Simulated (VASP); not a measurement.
# KBaCeBiO6 (F-43m) in VASP: notebook

Runs on KBaCeBiO6. Level: PBE+U. Tasks: single point, relaxation of cell and atoms.

All numbers are computed with VASP 6.6.1; they aren't measurements. Logs are shortened: lines on timing, memory, paths and dates and some standing lists are left out, and cuts for length are marked.

**1. The cell of the first run**

The structure is cubic, space group F-43m (No. 216). Conventional cell: a = 8.672 Å, b = 8.672 Å, c = 8.672 Å, α = 90.00°, β = 90.00°, γ = 90.00°. Within 4.0 Å of Ba (site symmetry -43m) lie 12 O at 3.07 Å and 4 Bi at 3.75 Å and 4 Ce at 3.75 Å. Bi (site symmetry -43m) has 6 O at 2.10 Å within 2.8 Å. Within 3.0 Å of Ce (site symmetry -43m) lie 6 O at 2.24 Å. Within 4.0 Å of K (site symmetry -43m) lie 12 O at 3.07 Å and 4 Bi at 3.75 Å and 4 Ce at 3.75 Å. O (site symmetry 2mm) has 1 Bi at 2.10 Å and 1 Ce at 2.24 Å within 2.8 Å.

**2. Single point, PBE+U**

Input file INCAR:

```
SYSTEM = KBaCeBiO6
PREC = Accurate
ENCUT = 600
EDIFF = 1E-6
ISMEAR = 0
SIGMA = 0.02
LREAL = .False.
LASPH = .True.
NELM = 200
ALGO = Normal
ISIF = 2
LWAVE = .False.
LCHARG = .False.
LMAXMIX = 6
LDAU = .True.
LDAUTYPE = 2
LDAUL = -1 -1 3 -1 1
LDAUU = 0 0 5 0 5.5
LDAUJ = 0 0 0 0 0
LDAUPRINT = 1
GGA = PE
NBANDS = 52
GGA_COMPAT = .False.
```

Input file KPOINTS:

```
Automatic mesh
0
Gamma
  6 6 6
  0 0 0
```

Input file POSCAR:

```
KBaCeBiO6
1.0
    0.0000000000      4.3358940458      4.3358940458
    4.3358940458      0.0000000000      4.3358940458
    4.3358940458      4.3358940458      0.0000000000
Ba Bi Ce K O
1 1 1 1 6
Direct
    0.7500000000      0.7500000000      0.7500000000
    0.0000000000      0.0000000000      0.0000000000
    0.5000000000      0.5000000000      0.5000000000
    0.2500000000      0.2500000000      0.2500000000
    0.7582789356      0.2417210644      0.2417210644
    0.2417210644      0.7582789356      0.7582789356
    0.2417210644      0.7582789356      0.2417210644
    0.7582789356      0.2417210644      0.7582789356
    0.2417210644      0.2417210644      0.7582789356
    0.7582789356      0.7582789356      0.2417210644
```

Potentials or basis: VASP PAW PBE potentials, release 64 (Ba_sv, Bi_d, Ce, K_sv, O).

Run with:

```console
cat potpaw_PBE.64/Ba_sv/POTCAR potpaw_PBE.64/Bi_d/POTCAR potpaw_PBE.64/Ce/POTCAR potpaw_PBE.64/K_sv/POTCAR potpaw_PBE.64/O/POTCAR > POTCAR
mpirun -np 1 vasp_std > vasp.out
```

OUTCAR:

```text
SYSTEM = KBaCeBiO6
   PREC = Accurate
   ENCUT = 600
   EDIFF = 1E-6
   ISMEAR = 0
   LREAL = .False.
   LASPH = .True.
   NELM = 200
   ISIF = 2
   GGA = PE

 ion  position               nearest neighbor table
   1  0.750  0.750  0.750-   6 3.07   8 3.07   5 3.07   7 3.07   5 3.07   8 3.07   6 3.07   7 3.07
                             9 3.07  10 3.07  10 3.07   9 3.07   2 3.75   3 3.75   3 3.75   2 3.75
   2  0.000  0.000  0.000-   5 2.10   6 2.10   7 2.10   8 2.10   9 2.10  10 2.10   1 3.75   1 3.75
                             1 3.75   4 3.75   1 3.75   4 3.75   4 3.75   4 3.75
   3  0.500  0.500  0.500-   5 2.24   6 2.24   7 2.24   8 2.24   9 2.24  10 2.24   1 3.75   1 3.75
                             1 3.75   1 3.75
   4  0.250  0.250  0.250-   2 3.75   2 3.75   2 3.75   2 3.75
   5  0.758  0.242  0.242-   2 2.10   3 2.24   1 3.07   1 3.07
   6  0.242  0.758  0.758-   2 2.10   3 2.24   1 3.07   1 3.07
   7  0.242  0.758  0.242-   2 2.10   3 2.24   1 3.07   1 3.07
   8  0.758  0.242  0.758-   2 2.10   3 2.24   1 3.07   1 3.07
   9  0.242  0.242  0.758-   2 2.10   3 2.24   1 3.07   1 3.07
  10  0.758  0.758  0.242-   2 2.10   3 2.24   1 3.07   1 3.07

  LATTYP: Found a face centered cubic cell.
 ALAT       =     8.6717880916

  Lattice vectors:

 A1 = (   0.0000000000,   4.3358940458,   4.3358940458)
 A2 = (   4.3358940458,   0.0000000000,   4.3358940458)
 A3 = (   4.3358940458,   4.3358940458,   0.0000000000)

Analysis of symmetry for initial positions (statically):
=====================================================================
 Subroutine PRICEL returns:
 Original cell was already a primitive cell.

 Routine SETGRP: Setting up the symmetry group for a
 face centered cubic supercell.

 Subroutine GETGRP returns: Found 24 space group operations
 (whereof 24 operations were pure point group operations)
[... 198 lines left out ...]
  o =  0.0334  v =  0.0000 -0.0000 -0.0000  0.0000 -0.7906  0.0044 -0.6124  0.0000  0.0000  0.0000  0.0000  0.0000  0.0000  0.0000      0.0000  0.0000  0.0000  0.0000  0.0000  0.0000  0.0000  0.0000  0.0000  0.0000  0.0000  0.0000  0.0000  0.0000
  o =  0.0334  v =  0.0000  0.0000  0.0000  0.0000  0.0000  0.0000  0.0000  0.0000 -0.0000 -0.0000  0.0000 -0.7906  0.0044 -0.6124      0.0000  0.0000  0.0000  0.0000  0.0000  0.0000  0.0000  0.0000  0.0000  0.0000  0.0000  0.0000  0.0000  0.0000
  o =  0.0934  v = -0.7906  0.0000 -0.6124  0.0000  0.0000  0.0000  0.0000  0.0000  0.0000  0.0000  0.0000  0.0000  0.0000  0.0000      0.0000  0.0000  0.0000  0.0000  0.0000  0.0000  0.0000  0.0000  0.0000  0.0000  0.0000  0.0000  0.0000  0.0000
  o =  0.0934  v =  0.0000  0.0000  0.0000  0.0000  0.0000  0.0000  0.0000 -0.7906  0.0000 -0.6124  0.0000  0.0000  0.0000  0.0000      0.0000  0.0000  0.0000  0.0000  0.0000  0.0000  0.0000  0.0000  0.0000  0.0000  0.0000  0.0000  0.0000  0.0000
  o =  0.0934  v =  0.0000  0.0000  0.0000  0.0000  0.0000  0.0000  0.0000  0.0000 -0.0000  0.0000  1.0000 -0.0021  0.0000  0.0027      0.0000  0.0000  0.0000  0.0000  0.0000  0.0000  0.0000  0.0000  0.0000  0.0000  0.0000  0.0000  0.0000  0.0000
  o =  0.0934  v =  0.0000 -0.0000  0.0000  1.0000 -0.0021  0.0000  0.0027  0.0000  0.0000  0.0000  0.0000  0.0000  0.0000  0.0000      0.0000  0.0000  0.0000  0.0000  0.0000  0.0000  0.0000  0.0000  0.0000  0.0000  0.0000  0.0000  0.0000  0.0000
  o =  0.0934  v =  0.0000  0.0000  0.0000  0.0000  0.0000  0.0000  0.0000  0.0000 -0.0000 -0.0000  0.0034  0.6124 -0.0000 -0.7906      0.0000  0.0000  0.0000  0.0000  0.0000  0.0000  0.0000  0.0000  0.0000  0.0000  0.0000  0.0000  0.0000  0.0000
  o =  0.0934  v =  0.0000 -0.0000 -0.0000  0.0034  0.6124 -0.0000 -0.7906  0.0000  0.0000  0.0000  0.0000  0.0000  0.0000  0.0000      0.0000  0.0000  0.0000  0.0000  0.0000  0.0000  0.0000  0.0000  0.0000  0.0000  0.0000  0.0000  0.0000  0.0000

 number of electron      81.9999999 magnetization

 Free energy of the ion-electron system (eV)
  ---------------------------------------------------
  ext. energy  EPLUGINS =         0.00000000
  ---------------------------------------------------
  free energy    TOTEN  =       -38.43341576 eV

  energy without entropy =      -38.43341576  energy(sigma->0) =      -38.43341576

 E-fermi :   2.7823     XC(G=0): -10.1078

 val. band max:        2.6258683072   @ k =   0.0000   0.0000   0.0000
 cond. band min:       4.8869323786   @ k =   0.5000   0.5000   0.0000
 fundamental gap:      2.2610640713
 Fermi energy:         2.7823240656

 k-point     1 :       0.0000    0.0000    0.0000
  band No.  band energies     occupation
      1     -30.6737      2.00000
      2     -24.9987      2.00000
      3     -22.8869      2.00000
      4     -18.9898      2.00000
      5     -18.9898      2.00000
      6     -18.5155      2.00000
[... 869 lines left out ...]
     51       9.0901      0.00000
     52       9.0925      0.00000

------------------------ aborting loop because EDIFF is reached ----------------------------------------

  FORCE on cell =-STRESS in cart. coord.  units (eV):
  Direction    XX          YY          ZZ          XY          YZ          ZX
  --------------------------------------------------------------------------------------
  -------------------------------------------------------------------------------------
  Total        2.0006073      2.0006073      2.0006073      0.0000000      0.0000000      0.0000000
  in kB       19.6610385     19.6610385     19.6610385      0.0000000      0.0000000      0.0000000
  external PRESSURE =      19.6610385 kB  Pullay stress =       0.0000000 kB

 VOLUME and BASIS-vectors are now :
 -----------------------------------------------------------------------------
  energy-cutoff  :      600.00
  volume of cell :      163.03
      direct lattice vectors                 reciprocal lattice vectors
     0.000000000  4.335894046  4.335894046    -0.115316471  0.115316471  0.115316471
     4.335894046  0.000000000  4.335894046     0.115316471 -0.115316471  0.115316471
     4.335894046  4.335894046  0.000000000     0.115316471  0.115316471 -0.115316471

 POSITION                                       TOTAL-FORCE (eV/Angst)
 -----------------------------------------------------------------------------------
      6.50384      6.50384      6.50384        -0.000000     -0.000000      0.000000
      0.00000      0.00000      0.00000        -0.000000     -0.000000     -0.000000
      4.33589      4.33589      4.33589        -0.000000     -0.000000      0.000000
      2.16795      2.16795      2.16795        -0.000000     -0.000000      0.000000
      2.09615      4.33589      4.33589         0.452417     -0.000000      0.000000
      6.57563      4.33589      4.33589        -0.452417     -0.000000      0.000000
      4.33589      2.09615      4.33589        -0.000000      0.452417      0.000000
      4.33589      6.57563      4.33589        -0.000000     -0.452417      0.000000
      4.33589      4.33589      2.09615        -0.000000     -0.000000      0.452417
      4.33589      4.33589      6.57563        -0.000000     -0.000000     -0.452417
 -----------------------------------------------------------------------------------
    total drift:                                0.000000      0.000000      0.000000

  FREE ENERGIE OF THE ION-ELECTRON SYSTEM (eV)
  ---------------------------------------------------
  free  energy   TOTEN  =       -38.4334157584 eV

  energy  without entropy=      -38.4334157584  energy(sigma->0) =      -38.43341576
```

It took 3.3 min on 1 thread of AMD EPYC 9R45 (Zen 5), shared host; peak memory 0.46 GiB.

Results:

| Property | Result |
| --- | --- |
| Free energy | -38.4334 eV |
| Pressure | 2.0 GPa |
| Largest force | 0.452 eV/Å |
| Band gap on the k mesh | 2.26 eV (least direct gap 2.30 eV) |

Forces in eV/Å, atoms in the order of the input:
```
Ba   0.000  0.000  0.000
Bi   0.000  0.000  0.000
Ce   0.000  0.000  0.000
K    0.000  0.000  0.000
O    0.452  0.000  0.000
O   -0.452  0.000  0.000
O    0.000  0.452  0.000
O    0.000 -0.452  0.000
O    0.000  0.000  0.452
O    0.000  0.000 -0.452
```

Eigenvalues of the final occupation matrices:
```csv
site,spin,trace,eigenvalues
site 3 f,1,0.38,0.00 0.03 0.03 0.03 0.09 0.09 0.09
site 3 f,2,0.38,0.00 0.03 0.03 0.03 0.09 0.09 0.09
```

Caveat: spin-orbit coupling is left out, which moves the levels of the heavy elements. A k mesh can miss the band edges.

**3. Relaxation of cell and atoms, PBE+U**

This run uses another cell than the first one, of 16.79 Å³/atom.

Input file INCAR:

```
PREC = Accurate
ENCUT = 600
EDIFF = 1E-7
ISMEAR = 0
SIGMA = 0.1
LREAL = False
LASPH = True
NELM = 200
ALGO = Normal
ISIF = 3
LWAVE = False
LCHARG = False
LMAXMIX = 6
LDAU = True
LDAUTYPE = 2
LDAUL = -1 -1 3 -1 1
LDAUU = 0 0 5 0 5.5
LDAUJ = 0 0 0 0 0
LDAUPRINT = 1
GGA = PE
IBRION = 2
NSW = 100
EDIFFG = -0.05
GGA_COMPAT = False
NELMIN = 4
```

Input file KPOINTS:

```
Automatic mesh
0
Gamma
  4 4 4
```

Input file POSCAR:

```
KBaCeBiO6
1.0
    0.0000000000      4.3784821000      4.3784821000
    4.3784821000      0.0000000000      4.3784821000
    4.3784821000      4.3784821000      0.0000000000
Ba Bi Ce K O
1 1 1 1 6
Direct
    0.7500000000      0.7500000000      0.7500000000
    0.0000000000      0.0000000000      0.0000000000
    0.5000000000      0.5000000000      0.5000000000
    0.2500000000      0.2500000000      0.2500000000
    0.7546644600      0.2453355400      0.2453355400
    0.2453355400      0.7546644600      0.7546644600
    0.2453355400      0.7546644600      0.2453355400
    0.7546644600      0.2453355400      0.7546644600
    0.2453355400      0.2453355400      0.7546644600
    0.7546644600      0.7546644600      0.2453355400
```

Potentials or basis: VASP PAW PBE potentials, release 64 (Ba_sv, Bi_d, Ce, K_sv, O).

Run with:

```console
cat potpaw_PBE.64/Ba_sv/POTCAR potpaw_PBE.64/Bi_d/POTCAR potpaw_PBE.64/Ce/POTCAR potpaw_PBE.64/K_sv/POTCAR potpaw_PBE.64/O/POTCAR > POTCAR
mpirun -np 1 vasp_std > vasp.out
```

OUTCAR:

```text
PREC = Accurate
   ENCUT = 600
   EDIFF = 1E-7
   ISMEAR = 0
   LREAL = False
   LASPH = True
   NELM = 200
   ISIF = 3
   GGA = PE
   IBRION = 2
   NSW = 100
   EDIFFG = -0.05
   NELMIN = 4

 ion  position               nearest neighbor table
   1  0.750  0.750  0.750-   6 3.10   8 3.10  10 3.10   5 3.10   7 3.10  10 3.10   5 3.10   8 3.10
                             9 3.10   6 3.10   7 3.10   9 3.10   2 3.79   3 3.79   3 3.79   3 3.79
   2  0.000  0.000  0.000-   5 2.15   6 2.15   7 2.15   8 2.15   9 2.15  10 2.15   1 3.79   4 3.79
                             1 3.79   1 3.79   1 3.79   4 3.79   4 3.79   4 3.79
   3  0.500  0.500  0.500-   5 2.23   6 2.23   7 2.23   8 2.23   9 2.23  10 2.23   1 3.79   1 3.79
                             1 3.79   1 3.79
   4  0.250  0.250  0.250-   2 3.79   2 3.79   2 3.79   2 3.79
   5  0.755  0.245  0.245-   2 2.15   3 2.23   1 3.10   1 3.10
   6  0.245  0.755  0.755-   2 2.15   3 2.23   1 3.10   1 3.10
[... 741 lines left out ...]
  o =  0.0938  v =  0.0000 -0.0000 -0.0000  0.9999  0.0073  0.0000 -0.0094  0.0000  0.0000  0.0000  0.0000  0.0000  0.0000  0.0000      0.0000  0.0000  0.0000  0.0000  0.0000  0.0000  0.0000  0.0000  0.0000  0.0000  0.0000  0.0000  0.0000  0.0000

--------------------------------------- Ionic step        3  -------------------------------------------

 number of electron      81.9999985 magnetization

 Free energy of the ion-electron system (eV)
  ---------------------------------------------------
  ext. energy  EPLUGINS =         0.00000000
  ---------------------------------------------------
  free energy    TOTEN  =       -38.47982583 eV

  energy without entropy =      -38.47982583  energy(sigma->0) =      -38.47982583

 E-fermi :   3.0265     XC(G=0): -10.0326

 val. band max:        2.4995260195   @ k =   0.0000   0.0000   0.0000
 cond. band min:       4.4299818042   @ k =   0.5000   0.5000   0.0000
 fundamental gap:      1.9304557847
 Fermi energy:         3.0264668034

 k-point     1 :       0.0000    0.0000    0.0000
  band No.  band energies     occupation
      1     -30.7514      2.00000
      2     -25.1386      2.00000
      3     -23.0555      2.00000
      4     -19.1182      2.00000
      5     -19.1182      2.00000
      6     -18.7221      2.00000
[... 442 lines left out ...]
  FREE ENERGIE OF THE ION-ELECTRON SYSTEM (eV)
  ---------------------------------------------------
  free  energy   TOTEN  =       -38.4798258250 eV

  energy  without entropy=      -38.4798258250  energy(sigma->0) =      -38.47982583

 reached required accuracy - stopping structural energy minimisation
```

CONTCAR:

```text
KBaCeBiO6
   1.00000000000000
     0.0000000000000000    4.3580965343419216    4.3580965343419216
     4.3580965343419216    0.0000000000000000    4.3580965343419216
     4.3580965343419216    4.3580965343419216    0.0000000000000000
  Ba              Bi              Ce              K               O
     1     1     1     1     6
Direct
     0.7500000000000000    0.7500000000000000    0.7500000000000000
     0.0000000000000000    0.0000000000000000    0.0000000000000000
     0.5000000000000000    0.5000000000000000    0.5000000000000000
     0.2500000000000000    0.2500000000000000    0.2500000000000000
     0.7562122853190834    0.2437877146809168    0.2437877146809168
     0.2437877146809168    0.7562122853190834    0.7562122853190834
     0.2437877146809168    0.7562122853190834    0.2437877146809168
     0.7562122853190834    0.2437877146809168    0.7562122853190834
     0.2437877146809168    0.2437877146809168    0.7562122853190834
     0.7562122853190834    0.7562122853190834    0.2437877146809168

  0.00000000E+00  0.00000000E+00  0.00000000E+00
  0.00000000E+00  0.00000000E+00  0.00000000E+00
  0.00000000E+00  0.00000000E+00  0.00000000E+00
  0.00000000E+00  0.00000000E+00  0.00000000E+00
  0.00000000E+00  0.00000000E+00  0.00000000E+00
  0.00000000E+00  0.00000000E+00  0.00000000E+00
  0.00000000E+00  0.00000000E+00  0.00000000E+00
  0.00000000E+00  0.00000000E+00  0.00000000E+00
  0.00000000E+00  0.00000000E+00  0.00000000E+00
  0.00000000E+00  0.00000000E+00  0.00000000E+00
```

Wall time 3.7 min (1 thread of AMD EPYC 9R45 (Zen 5), shared host); peak memory 0.4 GiB.

What came out:

| Property | Result |
| --- | --- |
| Free energy | -38.4798 eV |
| Relaxed volume | 16.55 Å³/atom |
| Relaxed cell | a = 6.163 Å, b = 6.163 Å, c = 6.163 Å, α = 60.00°, β = 60.00°, γ = 60.00° |
| Space group after relaxing (to 0.1 Å) | F-43m (No. 216) |
| Energy gained by relaxing | 2.4 meV/atom |
| Ionic steps | 3 |
| Pressure after relaxing | 0.2 GPa |
| Largest force after relaxing | 0.042 eV/Å |
| Band gap on the k mesh | 1.93 eV (least direct gap 1.97 eV) |

Forces on the atoms (eV/Å):
```
Ba   0.000  0.000  0.000
Bi   0.000  0.000  0.000
Ce   0.000  0.000  0.000
K    0.000  0.000  0.000
O   -0.042  0.000  0.000
O    0.042  0.000  0.000
O    0.000 -0.042  0.000
O    0.000  0.042  0.000
O    0.000  0.000 -0.042
O    0.000  0.000  0.042
```

Step by step:
| step | energy change (eV) | largest force (eV/Å) | pressure (GPa) | volume (Å³) |
| --- | --- | --- | --- | --- |
| 1 | 0.0000 | 0.3662 | -1.20 | 167.88 |
| 2 | -0.0217 | 0.0643 | 0.67 | 164.85 |
| 3 | -0.0239 | 0.0417 | 0.22 | 165.55 |

Final structure:
```yaml
crystal:
  lattice:
    - [0.00000, 4.35810, 4.35810]
    - [4.35810, 0.00000, 4.35810]
    - [4.35810, 4.35810, 0.00000]
  atoms:
    - { symbol: Ba, position: [0.75000, 0.75000, 0.75000] }
    - { symbol: Bi, position: [0.00000, 0.00000, 0.00000] }
    - { symbol: Ce, position: [0.50000, 0.50000, 0.50000] }
    - { symbol: K, position: [0.25000, 0.25000, 0.25000] }
    - { symbol: O, position: [0.75621, 0.24379, 0.24379] }
    - { symbol: O, position: [0.24379, 0.75621, 0.75621] }
    - { symbol: O, position: [0.24379, 0.75621, 0.24379] }
    - { symbol: O, position: [0.75621, 0.24379, 0.75621] }
    - { symbol: O, position: [0.24379, 0.24379, 0.75621] }
    - { symbol: O, position: [0.75621, 0.75621, 0.24379] }
```

Levels at points of the mesh, in eV from the valence-band top:
```
           k point  band 37  band 38  band 39  band 40  band 41  band 42  band 43  band 44  band 45  band 46
(0.00, 0.00, 0.00)    -0.79    -0.79     0.00     0.00     0.00     2.55     2.97     3.05     3.05     3.05
(0.50, 0.00, 0.00)    -0.54    -0.54    -0.38    -0.14    -0.14     2.29     2.96     3.02     3.02     3.08
(0.50, 0.50, 0.00)    -0.98    -0.87    -0.71    -0.71    -0.03     1.93     2.88     2.95     2.95     2.97
```

Eigenvalues of the final occupation matrices:
```csv
site,spin,trace,eigenvalues
site 3 f,1,0.38,0.00 0.03 0.03 0.03 0.09 0.09 0.09
site 3 f,2,0.38,0.00 0.03 0.03 0.03 0.09 0.09 0.09
```

Caveat: spin-orbit coupling is left out, which moves the levels of the heavy elements; the relaxation stopped at a loose force limit of 0.05 eV/Å, so its end isn't a converged minimum. Spin polarisation is off, so any magnetic state and its effect on volume and gap are missing.
